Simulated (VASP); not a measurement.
# Zn3P (Pm-3m) in VASP: further runs

The runs below take Zn3P through single point, with PBEsol, RPBE, revPBE, r2SCAN.

Everything below comes from runs of VASP 6.6.1. Logs are shortened: lines on timing, memory, paths and dates and some standing lists are left out, and cuts for length are marked.

## (1) The cell of the first run

The structure is cubic, space group Pm-3m (No. 221). The conventional cell has a = 3.976 Å, b = 3.976 Å, c = 3.976 Å, α = 90.00°, β = 90.00°, γ = 90.00°. Within 3.7 Å of Zn (site symmetry 4/mmm) lie 8 Zn at 2.81 Å and 4 P at 2.81 Å. P (site symmetry m-3m) has 12 Zn at 2.81 Å within 3.7 Å.

## (2) Single point, PBEsol

File INCAR:

```
PREC = Accurate
ENCUT = 520
EDIFF = 1E-7
ISMEAR = -1
SIGMA = 0.05
LREAL = False
LASPH = True
NELM = 60
ALGO = Normal
ISIF = 2
LWAVE = False
LCHARG = False
GGA = PS
NBANDS = 28
```

File KPOINTS:

```
Automatic mesh
0
Gamma
  4 4 4
```

File POSCAR:

```
Zn3P
1.0
    3.9755180000      0.0000000000      0.0000000000
    0.0000000000      3.9755180000      0.0000000000
    0.0000000000      0.0000000000      3.9755180000
Zn P
3 1
Direct
    0.5000000000      0.5000000000      0.0000000000
    0.5000000000      0.0000000000      0.5000000000
    0.0000000000      0.5000000000      0.5000000000
    0.0000000000      0.0000000000      0.0000000000
```

Potentials or basis: VASP PAW PBE potentials, release 64 (Zn, P).

Launch:

```
$ cat potpaw_PBE.64/Zn/POTCAR potpaw_PBE.64/P/POTCAR > POTCAR
$ mpirun -np 1 vasp_std > vasp.out
```

OUTCAR:

```text
PREC = Accurate
   ENCUT = 520
   EDIFF = 1E-7
   ISMEAR = -1
   LREAL = False
   LASPH = True
   NELM = 60
   ISIF = 2
   GGA = PS

 ion  position               nearest neighbor table
   1  0.500  0.500  0.000-   2 2.81   3 2.81   4 2.81   2 2.81   3 2.81   2 2.81   4 2.81   2 2.81
                             3 2.81   4 2.81   3 2.81   4 2.81
   2  0.500  0.000  0.500-   1 2.81   3 2.81   4 2.81   1 2.81   4 2.81   1 2.81   3 2.81   1 2.81
                             3 2.81   4 2.81   4 2.81   3 2.81
   3  0.000  0.500  0.500-   1 2.81   2 2.81   4 2.81   1 2.81   4 2.81   2 2.81   4 2.81   4 2.81
                             1 2.81   2 2.81   1 2.81   2 2.81
   4  0.000  0.000  0.000-   1 2.81   2 2.81   3 2.81   2 2.81   3 2.81   1 2.81   3 2.81   3 2.81
                             1 2.81   2 2.81   2 2.81   1 2.81

  LATTYP: Found a simple cubic cell.
 ALAT       =     3.9755180000

  Lattice vectors:

 A1 = (   3.9755180000,   0.0000000000,   0.0000000000)
 A2 = (   0.0000000000,   3.9755180000,   0.0000000000)
 A3 = (   0.0000000000,   0.0000000000,   3.9755180000)

Analysis of symmetry for initial positions (statically):
=====================================================================
 Subroutine PRICEL returns:
 Original cell was already a primitive cell.

 Routine SETGRP: Setting up the symmetry group for a
 simple cubic supercell.

 Subroutine GETGRP returns: Found 48 space group operations
[... 9 lines left out ...]

 Routine SETGRP: Setting up the symmetry group for a
 simple cubic supercell.

 Subroutine GETGRP returns: Found 48 space group operations
[... 11 lines left out ...]
                                     Primitive cell

  volume of cell :      62.8320

  direct lattice vectors                    reciprocal lattice vectors
     3.975518000  0.000000000  0.000000000     0.251539548  0.000000000  0.000000000
     0.000000000  3.975518000  0.000000000     0.000000000  0.251539548  0.000000000
     0.000000000  0.000000000  3.975518000     0.000000000  0.000000000  0.251539548

  length of vectors
     3.975518000  3.975518000  3.975518000     0.251539548  0.251539548  0.251539548

  position of ions in fractional coordinates (direct lattice)
     0.500000000  0.500000000  0.000000000
     0.500000000  0.000000000  0.500000000
     0.000000000  0.500000000  0.500000000
     0.000000000  0.000000000  0.000000000

  ion indices of the primitive-cell ions
   primitive index   ion index
                 1           1
                 2           2
                 3           3
                 4           4

----------------------------------------------------------------------------------------

 KPOINTS: Automatic mesh

Automatic generation of k-mesh.
 Grid dimensions read from file:
 generate k-points for:    4    4    4

 Generating k-lattice:

  Cartesian coordinates                     Fractional coordinates (reciprocal lattice)
     0.062884887  0.000000000  0.000000000     0.250000000  0.000000000  0.000000000
     0.000000000  0.062884887  0.000000000     0.000000000  0.250000000  0.000000000
     0.000000000  0.000000000  0.062884887     0.000000000  0.000000000  0.250000000

  Length of vectors
     0.062884887  0.062884887  0.062884887

  Shift w.r.t. Gamma in fractional coordinates (k-lattice)
     0.000000000  0.000000000  0.000000000

 Subroutine IBZKPT returns following result:
 ===========================================

 Found     10 irreducible k-points:

 Following reciprocal coordinates:
            Coordinates               Weight
  0.000000  0.000000  0.000000      1.000000
  0.250000  0.000000  0.000000      6.000000
  0.500000  0.000000  0.000000      3.000000
  0.250000  0.250000  0.000000     12.000000
  0.500000  0.250000  0.000000     12.000000
  0.500000  0.500000  0.000000      3.000000
  0.250000  0.250000  0.250000      8.000000
  0.500000  0.250000  0.250000     12.000000
  0.500000  0.500000  0.250000      6.000000
  0.500000  0.500000  0.500000      1.000000
   k-points           NKPTS =     10   k-points in BZ     NKDIM =     10   number of bands    NBANDS=     28
   number of dos      NEDOS =    301   number of ions     NIONS =      4
   total plane-waves  NPLWV =  27000
   dimension x,y,z NGX =    30 NGY =   30 NGZ =   30
   dimension x,y,z NGXF=    60 NGYF=   60 NGZF=   60
   ions per type =               3   1
   NGX,Y,Z   is equivalent  to a cutoff of  12.55, 12.55, 12.55 a.u.
   NGXF,Y,Z  is equivalent  to a cutoff of  25.09, 25.09, 25.09 a.u.
 SYSTEM =  unknown system
   PREC   = accura    normal or accurate (medium, high low for compatibility)
   ISTART =      0    job   : 0-new  1-cont  2-samecut
   ICHARG =      2    charge: 1-file 2-atom 10-const
   ISPIN  =      1    spin polarized calculation?
   LNONCOLLINEAR =      F non collinear calculations
   LSORBIT =      F    spin-orbit coupling
   LASPH  =      T    aspherical Exc in radial PAW
   ENCUT  =  520.0 eV  38.22 Ry    6.18 a.u.   7.39  7.39  7.39*2*pi/ulx,y,z
   NELM   =     60;   NELMIN=  2; NELMDL= -5     # of ELM steps
   EDIFF  = 0.1E-06   stopping-criterion for ELM
   LREAL  =      F    real-space projection
   EDIFFG = 0.1E-05   stopping-criterion for IOM
   NSW    =      0    number of steps for IOM
   IBRION =     -1    ionic relax: 0-MD 1-quasi-New 2-CG
   NFREE  =      0    steps in history (QN), initial steepest desc. (CG)
   ISIF   =      2    stress and relaxation
   ISYM   =      2    0-nonsym 1-usesym 2-fastsym
   POTIM  = 0.5000    time-step for ionic-motion
   TEBEG  =    0.0;   TEEND  =   0.0 temperature during run
   PSTRESS=    0.0 pullay stress
   NELECT =      41.0000    total number of electrons
   NUPDOWN=      -1.0000    fix difference up-down
   EMIN   =  10.00;   EMAX   =-10.00  energy-range for DOS
   EFERMI =   0.00;   METHOD = LEGACY
   ISMEAR =    -1;   SIGMA  =   0.05  broadening in eV -4-tet -1-fermi 0-gaus
   EFERMI_NEDOS =   21; number of points for ismear=-14 and -15
   IALGO  =     38    algorithm
   IMIX   =      4    mixing-type and parameters
     AMIX     =   0.40;   BMIX     =  1.00
     AMIX_MAG =   1.60;   BMIX_MAG =  1.00
  volume/ion in A,a.u.               =      15.71       106.00
  Fermi-wavevector in a.u.,A,eV,Ry     =   1.419959  2.683333 27.433193  2.016283
  Thomas-Fermi vector in A             =   2.540924
   LORBIT       =      0    0 simple, 1 ext, 2 COOP (PROOUT), +10 PAW based schemes
   GGA     = PS    functional components
   LHFCALC =     F    Hartree Fock is set to
   AEXX    =    0.0000 exact exchange contribution
   IVDW    =     0    specifies the selected vdW correction
   LEPSILON=     F    determine dielectric tensor
   LRPA    =     F    only Hartree local field effects (RPA)
 non-spin polarized calculation
  energy-cutoff  :      520.00
  volume of cell :       62.83
 maximum number of plane-waves:      1743
 NGX is ok and might be reduce to    30
   NGX = 15   NGY = 15   NGZ = 15

 number of electron      41.0000099 magnetization

 Free energy of the ion-electron system (eV)
  ---------------------------------------------------
  ext. energy  EPLUGINS =         0.00000000
  ---------------------------------------------------
  free energy    TOTEN  =        -9.79867000 eV

  energy without entropy =       -9.77756914  energy(sigma->0) =       -9.78811957

 E-fermi :   3.9779     XC(G=0): -11.4438

 val. band max:        3.9657298250   @ k =   0.2500   0.2500   0.0000
 cond. band min:       4.5246285729   @ k =   0.5000   0.2500   0.0000
 fundamental gap:      0.5588987478
 Fermi energy:         3.9778701327

 k-point     1 :       0.0000    0.0000    0.0000
  band No.  band energies     occupation
      1      -8.2886      2.00000
      2      -4.0937      2.00000
      3      -3.6821      2.00000
      4      -3.6821      2.00000
      5      -3.6821      2.00000
      6      -3.5817      2.00000
[... 20 lines left out ...]
     27      12.2818      0.00000
     28      12.2818      0.00000

 k-point     2 :       0.2500    0.0000    0.0000
  band No.  band energies     occupation
      1      -7.8426      2.00000
      2      -3.9765      2.00000
      3      -3.6619      2.00000
      4      -3.6391      2.00000
      5      -3.6049      2.00000
      6      -3.6049      2.00000
[... 20 lines left out ...]
     27      11.3193      0.00000
     28      11.3193      0.00000

 k-point     3 :       0.5000    0.0000    0.0000
  band No.  band energies     occupation
      1      -7.1552      2.00000
      2      -4.4294      2.00000
      3      -3.6618      2.00000
      4      -3.5887      2.00000
      5      -3.4790      2.00000
      6      -3.4790      2.00000
[... 20 lines left out ...]
     27      12.2660      0.00000
     28      13.0948      0.00000

 k-point     4 :       0.2500    0.2500    0.0000
  band No.  band energies     occupation
      1      -7.4373      2.00000
      2      -3.8657      2.00000
      3      -3.6269      2.00000
      4      -3.5825      2.00000
      5      -3.5525      2.00000
      6      -3.4860      2.00000
[... 20 lines left out ...]
     27      10.2142      0.00000
     28      12.3829      0.00000

 k-point     5 :       0.5000    0.2500    0.0000
  band No.  band energies     occupation
      1      -6.8497      2.00000
      2      -4.0382      2.00000
      3      -3.5560      2.00000
      4      -3.5380      2.00000
      5      -3.5168      2.00000
      6      -3.5142      2.00000
[... 20 lines left out ...]
     27      10.7824      0.00000
     28      11.5708      0.00000

 k-point     6 :       0.5000    0.5000    0.0000
  band No.  band energies     occupation
      1      -6.4568      2.00000
      2      -3.6847      2.00000
      3      -3.6847      2.00000
      4      -3.5521      2.00000
      5      -3.4129      2.00000
      6      -3.3611      2.00000
[... 20 lines left out ...]
     27       9.2911      0.00000
     28      13.8878      0.00000

 k-point     7 :       0.2500    0.2500    0.2500
  band No.  band energies     occupation
      1      -7.0910      2.00000
      2      -3.9514      2.00000
      3      -3.5548      2.00000
      4      -3.5189      2.00000
      5      -3.5189      2.00000
      6      -3.3558      2.00000
[... 20 lines left out ...]
     27      12.0376      0.00000
     28      12.0376      0.00000

 k-point     8 :       0.5000    0.2500    0.2500
  band No.  band energies     occupation
      1      -6.6343      2.00000
      2      -3.8755      2.00000
      3      -3.7000      2.00000
      4      -3.4603      2.00000
      5      -3.4331      2.00000
      6      -3.3104      2.00000
[... 20 lines left out ...]
     27      12.3563      0.00000
     28      14.0326      0.00000

 k-point     9 :       0.5000    0.5000    0.2500
  band No.  band energies     occupation
      1      -6.3932      2.00000
      2      -3.7050      2.00000
      3      -3.7050      2.00000
      4      -3.6252      2.00000
      5      -3.3079      2.00000
      6      -3.3079      2.00000
[... 20 lines left out ...]
     27      14.3987      0.00000
     28      15.1154      0.00000

 k-point    10 :       0.5000    0.5000    0.5000
  band No.  band energies     occupation
      1      -6.3323      2.00000
      2      -3.7484      2.00000
      3      -3.7484      2.00000
      4      -3.7484      2.00000
      5      -3.2973      2.00000
      6      -3.2973      2.00000
[... 20 lines left out ...]
     27      16.6079      0.00000
     28      16.6079      0.00000

------------------------ aborting loop because EDIFF is reached ----------------------------------------

  FORCE on cell =-STRESS in cart. coord.  units (eV):
  Direction    XX          YY          ZZ          XY          YZ          ZX
  --------------------------------------------------------------------------------------
  -------------------------------------------------------------------------------------
  Total       -1.9136685     -1.9136685     -1.9136685     -0.0000000     -0.0000000      0.0000000
  in kB      -48.7973372    -48.7973372    -48.7973372     -0.0000000     -0.0000000      0.0000000
  external PRESSURE =     -48.7973372 kB  Pullay stress =       0.0000000 kB

 VOLUME and BASIS-vectors are now :
 -----------------------------------------------------------------------------
  energy-cutoff  :      520.00
  volume of cell :       62.83
      direct lattice vectors                 reciprocal lattice vectors
     3.975518000  0.000000000  0.000000000     0.251539548  0.000000000  0.000000000
     0.000000000  3.975518000  0.000000000     0.000000000  0.251539548  0.000000000
     0.000000000  0.000000000  3.975518000     0.000000000  0.000000000  0.251539548

 POSITION                                       TOTAL-FORCE (eV/Angst)
 -----------------------------------------------------------------------------------
      1.98776      1.98776      0.00000         0.000000      0.000000      0.000000
      1.98776      0.00000      1.98776         0.000000      0.000000      0.000000
      0.00000      1.98776      1.98776         0.000000      0.000000      0.000000
      0.00000      0.00000      0.00000         0.000000      0.000000      0.000000
 -----------------------------------------------------------------------------------
    total drift:                                0.000000      0.000000     -0.000000

  FREE ENERGIE OF THE ION-ELECTRON SYSTEM (eV)
  ---------------------------------------------------
  free  energy   TOTEN  =        -9.7986699950 eV

  energy  without entropy=       -9.7775691379  energy(sigma->0) =       -9.78811957
```

Run time: 9.5 s. Hardware: 1 thread of AMD EPYC 9R45 (Zen 5), shared host; peak memory 0.14 GiB.

Results:

```
Free energy : -9.7987 eV
Pressure    : -4.9 GPa
```

Caveat: the k points lie up to 0.40 Å⁻¹ apart; the PAW data sets were made with another functional, which shifts forces and pressure a little.

## (3) Single point, RPBE

File INCAR:

```
ALGO = Normal ; EDIFF = 1E-7
ENCUT = 520 ; GGA = RP
ISIF = 2 ; ISMEAR = -1
LASPH = T ; LCHARG = F
LREAL = F ; LWAVE = F
NBANDS = 28 ; NELM = 60
PREC = Accurate ; SIGMA = 0.05
```

File KPOINTS:

```
k-points
0
Gamma
  4 4 4
```

POSCAR is that of step 2.

Potentials or basis: VASP PAW PBE potentials, release 64 (Zn, P).

Launch:

```
$ cat potpaw_PBE.64/Zn/POTCAR potpaw_PBE.64/P/POTCAR > POTCAR
$ mpirun -np 1 vasp_std > vasp.out
```

Run time: 9.8 s. Hardware: 1 thread of AMD EPYC 9R45 (Zen 5), shared host; peak memory 0.14 GiB.

It converged, with:

```
Free energy : -6.5753 eV
Pressure    : 2.1 GPa
```

Levels at points of the mesh, in eV from the Fermi level:
| k point | band 17 | band 18 | band 19 | band 20 | band 21 | band 22 | band 23 | band 24 |
| --- | --- | --- | --- | --- | --- | --- | --- | --- |
| (0.00, 0.00, 0.00) | -3.42 | -2.94 | -2.94 | -2.94 | 0.97 | 0.97 | 4.69 | 4.69 |
| (0.50, 0.00, 0.00) | -6.61 | -1.46 | -1.24 | -1.24 | 1.44 | 1.63 | 1.63 | 2.70 |
| (0.50, 0.50, 0.00) | -5.25 | -5.25 | -5.02 | -0.22 | 1.74 | 3.33 | 3.33 | 3.84 |
| (0.50, 0.50, 0.50) | -4.65 | -4.65 | -4.65 | -2.66 | -1.84 | -1.84 | -1.84 | 8.33 |

Caveat: the k points lie up to 0.40 Å⁻¹ apart; the PAW data sets were made with another functional, which shifts forces and pressure a little.

(Continued in part 2 of 2.)
